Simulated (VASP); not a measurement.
# BeH (Pmmm) in VASP: relaxation of cell and atoms with PBE

Aim: the relaxation of cell and atoms of BeH with PBE.

Everything below comes from runs of VASP 6.6.1. Logs are shortened: lines on timing, memory, paths and dates and some standing lists are left out, and cuts for length are marked.

## 1. The cell of the first run

Symmetry: Pmmm, No. 47, orthorhombic system. The conventional cell has a = 2.387 Å, b = 3.996 Å, c = 4.980 Å, α = 90.00°, β = 90.00°, γ = 90.00°. Within 2.1 Å of Be (site symmetry m2m) lie 2 H at 1.45 Å and 2 Be at 1.93 to 2.07 Å. H (site symmetry mm2) has 2 Be at 1.45 Å within 1.9 Å.

The cell was generated, and may not be a known phase.

## 2. Relaxation of cell and atoms, PBE

The input, INCAR:

```
ALGO = Normal ; EDIFF = 1E-7
EDIFFG = -0.01 ; ENCUT = 1230
GGA = PE ; GGA_COMPAT = F
IBRION = 2 ; ISIF = 3
ISMEAR = 0 ; LASPH = T
LCHARG = F ; LREAL = F
LWAVE = F ; NELM = 120
NELMIN = 4 ; NSW = 100
PREC = Accurate ; SIGMA = 0.02
```

The input, KPOINTS:

```
k-points
0
Gamma
  12 8 6
```

The input, POSCAR:

```
BeH
1.0
    2.3870386303      0.0000000000      0.0000000000
    0.0000000000      3.9963639525      0.0000000000
    0.0000000000      0.0000000000      4.9795089401
Be H
2 2
Direct
    0.5000000000      0.2415156992      0.0000000000
    0.5000000000      0.7584843008      0.0000000000
    0.5000000000      0.0000000000      0.7827029894
    0.5000000000      0.0000000000      0.2172970106
```

Potentials or basis: VASP PAW PBE potentials, release 64 (Be, H_h).

On the command line:

```sh
$ cat potpaw_PBE.64/Be/POTCAR potpaw_PBE.64/H_h/POTCAR > POTCAR
$ mpirun -np 1 vasp_std > vasp.out
```

OUTCAR:

```text
EDIFF = 1E-7
   EDIFFG = -0.01
   ENCUT = 1230
   GGA = PE
   IBRION = 2
   ISIF = 3
   ISMEAR = 0
   LASPH = T
   LREAL = F
   NELM = 120
   NELMIN = 4
   NSW = 100
   PREC = Accurate

 ion  position               nearest neighbor table
   1  0.500  0.242  0.000-   3 1.45   4 1.45   2 1.93   2 2.07
   2  0.500  0.758  0.000-   3 1.45   4 1.45   1 1.93   1 2.07
   3  0.500  0.000  0.783-   1 1.45   2 1.45
   4  0.500  0.000  0.217-   1 1.45   2 1.45

  LATTYP: Found a simple orthorhombic cell.
 ALAT       =     2.3870386303
 B/A-ratio  =     1.6741932459
 C/A-ratio  =     2.0860613133

  Lattice vectors:

 A1 = (   2.3870386303,   0.0000000000,   0.0000000000)
 A2 = (   0.0000000000,   3.9963639525,   0.0000000000)
 A3 = (   0.0000000000,   0.0000000000,   4.9795089401)

Analysis of symmetry for initial positions (statically):
=====================================================================
 Subroutine PRICEL returns:
 Original cell was already a primitive cell.

 Routine SETGRP: Setting up the symmetry group for a
 simple orthorhombic supercell.

 Subroutine GETGRP returns: Found  8 space group operations
 (whereof  8 operations were pure point group operations)
 out of a pool of  8 trial point group operations.

The static configuration has the point symmetry D_2h.

Analysis of symmetry for dynamics (positions and initial velocities):
=====================================================================
 Subroutine PRICEL returns:
 Original cell was already a primitive cell.

 Routine SETGRP: Setting up the symmetry group for a
 simple orthorhombic supercell.

 Subroutine GETGRP returns: Found  8 space group operations
 (whereof  8 operations were pure point group operations)
 out of a pool of  8 trial point group operations.

The dynamic configuration has the point symmetry D_2h.

 Subroutine INISYM returns: Found  8 space group operations
 (whereof  8 operations are pure point group operations),
 and found     1 'primitive' translations

----------------------------------------------------------------------------------------

                                     Primitive cell

  volume of cell :      47.5019

  direct lattice vectors                    reciprocal lattice vectors
     2.387038630  0.000000000  0.000000000     0.418929123  0.000000000  0.000000000
     0.000000000  3.996363952  0.000000000     0.000000000  0.250227460  0.000000000
     0.000000000  0.000000000  4.979508940     0.000000000  0.000000000  0.200823015

  length of vectors
     2.387038630  3.996363952  4.979508940     0.418929123  0.250227460  0.200823015

  position of ions in fractional coordinates (direct lattice)
     0.500000000  0.241515699  0.000000000
     0.500000000  0.758484301  0.000000000
     0.500000000  0.000000000  0.782702989
     0.500000000  0.000000000  0.217297011

  ion indices of the primitive-cell ions
   primitive index   ion index
                 1           1
                 2           2
                 3           3
                 4           4

----------------------------------------------------------------------------------------

 KPOINTS: k-points

Automatic generation of k-mesh.
 Grid dimensions read from file:
 generate k-points for:   12    8    6

 Generating k-lattice:

  Cartesian coordinates                     Fractional coordinates (reciprocal lattice)
     0.034910760  0.000000000  0.000000000     0.083333333  0.000000000  0.000000000
     0.000000000  0.031278432  0.000000000     0.000000000  0.125000000  0.000000000
     0.000000000  0.000000000  0.033470503     0.000000000  0.000000000  0.166666667

  Length of vectors
     0.034910760  0.031278432  0.033470503

  Shift w.r.t. Gamma in fractional coordinates (k-lattice)
     0.000000000  0.000000000  0.000000000

 Subroutine IBZKPT returns following result:
 ===========================================

 Found    140 irreducible k-points:

 Following reciprocal coordinates:
            Coordinates               Weight
  0.000000  0.000000  0.000000      1.000000
  0.083333  0.000000  0.000000      2.000000
  0.166667  0.000000  0.000000      2.000000
  0.250000  0.000000  0.000000      2.000000
  0.333333  0.000000  0.000000      2.000000
  0.416667  0.000000  0.000000      2.000000
[... 16 lines left out ...]
  0.083333  0.375000  0.000000      4.000000
  0.166667  0.375000  0.000000      4.000000
 [... further k-points ...]
   k-points           NKPTS =    140   k-points in BZ     NKDIM =    140   number of bands    NBANDS=      7
   number of dos      NEDOS =    301   number of ions     NIONS =      4
   total plane-waves  NPLWV =  80640
   dimension x,y,z NGX =    28 NGY =   48 NGZ =   60
   dimension x,y,z NGXF=    56 NGYF=   96 NGZF=  120
   ions per type =               2   2
   NGX,Y,Z   is equivalent  to a cutoff of  19.50, 19.97, 20.03 a.u.
   NGXF,Y,Z  is equivalent  to a cutoff of  39.00, 39.94, 40.06 a.u.
 SYSTEM =  unknown system
   PREC   = accura    normal or accurate (medium, high low for compatibility)
   ISTART =      0    job   : 0-new  1-cont  2-samecut
   ICHARG =      2    charge: 1-file 2-atom 10-const
   ISPIN  =      1    spin polarized calculation?
   LNONCOLLINEAR =      F non collinear calculations
   LSORBIT =      F    spin-orbit coupling
   LASPH  =      T    aspherical Exc in radial PAW
   ENCUT  = 1230.0 eV  90.40 Ry    9.51 a.u.   6.83 11.43 14.24*2*pi/ulx,y,z
   NELM   =    120;   NELMIN=  4; NELMDL= -5     # of ELM steps
   EDIFF  = 0.1E-06   stopping-criterion for ELM
   LREAL  =      F    real-space projection
   EDIFFG = -.1E-01   stopping-criterion for IOM
   NSW    =    100    number of steps for IOM
   IBRION =      2    ionic relax: 0-MD 1-quasi-New 2-CG
   NFREE  =      1    steps in history (QN), initial steepest desc. (CG)
   ISIF   =      3    stress and relaxation
   ISYM   =      2    0-nonsym 1-usesym 2-fastsym
   POTIM  = 0.5000    time-step for ionic-motion
   TEBEG  =    0.0;   TEEND  =   0.0 temperature during run
   PSTRESS=    0.0 pullay stress
   NELECT =       6.0000    total number of electrons
   NUPDOWN=      -1.0000    fix difference up-down
   EMIN   =  10.00;   EMAX   =-10.00  energy-range for DOS
   EFERMI =   0.00;   METHOD = LEGACY
   ISMEAR =     0;   SIGMA  =   0.02  broadening in eV -4-tet -1-fermi 0-gaus
   EFERMI_NEDOS =   21; number of points for ismear=-14 and -15
   IALGO  =     38    algorithm
   IMIX   =      4    mixing-type and parameters
     AMIX     =   0.40;   BMIX     =  1.00
     AMIX_MAG =   1.60;   BMIX_MAG =  1.00
  volume/ion in A,a.u.               =      11.88        80.14
  Fermi-wavevector in a.u.,A,eV,Ry     =   0.821400  1.552222  9.179832  0.674699
  Thomas-Fermi vector in A             =   1.932553
   LORBIT       =      0    0 simple, 1 ext, 2 COOP (PROOUT), +10 PAW based schemes
   GGA     = PE    functional components
   LHFCALC =     F    Hartree Fock is set to
   AEXX    =    0.0000 exact exchange contribution
   IVDW    =     0    specifies the selected vdW correction
   LEPSILON=     F    determine dielectric tensor
   LRPA    =     F    only Hartree local field effects (RPA)
 conjugate gradient relaxation of ions
 non-spin polarized calculation
 Gauss-broadening in eV      SIGMA  =   0.02
  energy-cutoff  :     1230.00
  volume of cell :       47.50
 maximum number of plane-waves:      4688
 NGX is ok and might be reduce to    28
   NGX = 13   NGY = 23   NGZ = 29

--------------------------------------- Ionic step        1  -------------------------------------------

 number of electron       6.0000000 magnetization

 Free energy of the ion-electron system (eV)
  ---------------------------------------------------
  ext. energy  EPLUGINS =         0.00000000
  ---------------------------------------------------
  free energy    TOTEN  =       -12.85449107 eV

  energy without entropy =      -12.85449107  energy(sigma->0) =      -12.85449107

------------------------ aborting loop because EDIFF is reached ----------------------------------------

  FORCE on cell =-STRESS in cart. coord.  units (eV):
  Direction    XX          YY          ZZ          XY          YZ          ZX
  --------------------------------------------------------------------------------------
  -------------------------------------------------------------------------------------
  Total       -0.0118560     -0.0205904      0.0599712      0.0000000      0.0000000      0.0000000
  in kB       -0.3998877     -0.6944860      2.0227516      0.0000000      0.0000000      0.0000000
  external PRESSURE =       0.3094593 kB  Pullay stress =       0.0000000 kB
[... 95 lines left out ...]
  FREE ENERGIE OF THE ION-ELECTRON SYSTEM (eV)
  ---------------------------------------------------
  free  energy   TOTEN  =       -12.8545467240 eV

  energy  without entropy=      -12.8545467240  energy(sigma->0) =      -12.85454672

[... ionic steps 4 to 14 ...]

--------------------------------------- Ionic step       15  -------------------------------------------

 number of electron       6.0000000 magnetization

------------------------ aborting loop because EDIFF is reached ----------------------------------------

  FORCE on cell =-STRESS in cart. coord.  units (eV):
  Direction    XX          YY          ZZ          XY          YZ          ZX
  --------------------------------------------------------------------------------------
  -------------------------------------------------------------------------------------
  Total        0.0310169     -0.0989924      0.0144072      0.0000000      0.0000000      0.0000000
  in kB        0.9893071     -3.1574397      0.4595297      0.0000000      0.0000000      0.0000000
  external PRESSURE =      -0.5695343 kB  Pullay stress =       0.0000000 kB
[... 61 lines left out ...]
  energy  without entropy=      -12.8561519406  energy(sigma->0) =      -12.85615194

--------------------------------------- Ionic step       17  -------------------------------------------

 number of electron       6.0000000 magnetization

 Free energy of the ion-electron system (eV)
  ---------------------------------------------------
  ext. energy  EPLUGINS =         0.00000000
  ---------------------------------------------------
  free energy    TOTEN  =       -12.85622692 eV

  energy without entropy =      -12.85622692  energy(sigma->0) =      -12.85622692

 E-fermi :  -0.7795     XC(G=0):  -6.7705

 val. band max:       -0.9103842026   @ k =   0.5000   0.5000   0.5000
 cond. band min:      -0.2043163575   @ k =   0.4167   0.5000   0.0000
 fundamental gap:      0.7060678451
 Fermi energy:        -0.7794739983

 k-point     1 :       0.0000    0.0000    0.0000
  band No.  band energies     occupation
      1      -9.1313      2.00000
      2      -5.2972      2.00000
      3      -3.0339      2.00000
      4       2.6945      0.00000
      5       3.0294      0.00000
      6       5.7272      0.00000
      7       6.3009      0.00000
[... 221 lines left out ...]
 k-point    24 :       0.1667    0.3750    0.0000
  band No.  band energies     occupation
      1      -8.1821      2.00000
      2      -4.3149      2.00000
      3      -3.9387      2.00000
      4       2.1989      0.00000
      5       4.0432      0.00000
      6       5.6868      0.00000
      7       6.7345      0.00000

 [... further k-points ...]

------------------------ aborting loop because EDIFF is reached ----------------------------------------

  FORCE on cell =-STRESS in cart. coord.  units (eV):
  Direction    XX          YY          ZZ          XY          YZ          ZX
  --------------------------------------------------------------------------------------
  -------------------------------------------------------------------------------------
  Total       -0.0014473     -0.0199738      0.0206308      0.0000000      0.0000000      0.0000000
  in kB       -0.0459580     -0.6342562      0.6551187      0.0000000      0.0000000      0.0000000
  external PRESSURE =      -0.0083651 kB  Pullay stress =       0.0000000 kB
[... 19 lines left out ...]
  FREE ENERGIE OF THE ION-ELECTRON SYSTEM (eV)
  ---------------------------------------------------
  free  energy   TOTEN  =       -12.8562269223 eV

  energy  without entropy=      -12.8562269223  energy(sigma->0) =      -12.85622692

 reached required accuracy - stopping structural energy minimisation
```

Run time: 8.7 min. Hardware: 1 thread of Intel Xeon 6975P-C (Granite Rapids), shared host; peak memory 0.39 GiB.

Results:

```yaml
Free_energy: -12.8562 eV
Relaxed_volume: 12.61 Å³/atom
Relaxed_cell: a = 2.386 Å, b = 3.996 Å, c = 5.291 Å, α = 90.00°, β = 90.00°, γ = 90.00°
Space_group_after_relaxing_to_0.1_Å: Pmmm (No. 47)
Energy_gained_by_relaxing: 0.4 meV/atom
Ionic_steps: 17
Pressure_after_relaxing: 0.0 GPa
Largest_force_after_relaxing: 0.008 eV/Å
Band_gap_on_the_k_mesh: 0.71 eV (least direct gap 0.88 eV)
```

Forces in eV/Å, atoms in the order of the input:
```
Be   0.000  0.008  0.000
Be   0.000 -0.008  0.000
H    0.000  0.000 -0.008
H    0.000  0.000  0.008
```

Stress tensor (GPa, compression positive):
```
 0.00  0.00  0.00
 0.00 -0.06  0.00
 0.00  0.00  0.07
```

The path:
| step | energy change (eV) | largest force (eV/Å) | pressure (GPa) | volume (Å³) |
| --- | --- | --- | --- | --- |
| 1 | 0.0000 | 0.0234 | 0.03 | 47.50 |
| 2 | -0.0001 | 0.0126 | 0.00 | 47.52 |
| 3 | -0.0001 | 0.0149 | 0.00 | 47.52 |
| 4 | -0.0001 | 0.0148 | 0.03 | 47.53 |
| 5 | -0.0002 | 0.0185 | 0.13 | 47.55 |
| 6 | -0.0002 | 0.0181 | 0.13 | 47.57 |
| 7 | -0.0003 | 0.0171 | 0.14 | 47.62 |
| 8 | -0.0004 | 0.0150 | 0.15 | 47.74 |
| 9 | -0.0006 | 0.0102 | 0.19 | 47.97 |
| 10 | -0.0007 | 0.0023 | 0.26 | 48.42 |
| 11 | -0.0009 | 0.0016 | 0.23 | 48.55 |
| 12 | -0.0012 | 0.0131 | 0.16 | 48.93 |
| 13 | -0.0015 | 0.0356 | 0.02 | 49.70 |
| 14 | -0.0013 | 0.0783 | -0.22 | 51.26 |
| 15 | -0.0016 | 0.0493 | -0.06 | 50.23 |
| 16 | -0.0017 | 0.0492 | 0.04 | 50.61 |
| 17 | -0.0017 | 0.0084 | 0.00 | 50.46 |

Final structure:
```
Be H
1.0
     2.38638    0.00000    0.00000
     0.00000    3.99612    0.00000
     0.00000    0.00000    5.29087
Be H
2 2
Direct
  0.50000 0.24171 0.00000
  0.50000 0.75829 0.00000
  0.50000 0.00000 0.79562
  0.50000 0.00000 0.20438
```

Levels at points of the mesh, in eV from the valence-band top:
```
           k point  band 1  band 2  band 3  band 4  band 5  band 6  band 7
(0.00, 0.00, 0.00)   -8.22   -4.39   -2.12    3.60    3.94    6.64    7.21
(0.50, 0.00, 0.00)   -4.30   -1.88   -1.59    2.19    5.45    8.14    9.56
(0.00, 0.50, 0.00)   -7.75   -3.82   -3.81    2.08    4.80    6.53    9.39
(0.50, 0.50, 0.00)   -4.19   -1.21   -0.04    0.85    1.84    6.37    9.69
(0.00, 0.00, 0.50)   -8.10   -4.80   -2.09    4.11    5.80    6.19    7.17
(0.50, 0.00, 0.50)   -4.20   -1.83   -1.82    2.24    5.47    6.80    9.92
(0.00, 0.50, 0.50)   -7.65   -4.17   -3.73    1.34    7.76    8.46    9.43
(0.50, 0.50, 0.50)   -4.10   -1.42    0.00    0.88    1.92    5.95    8.52
```
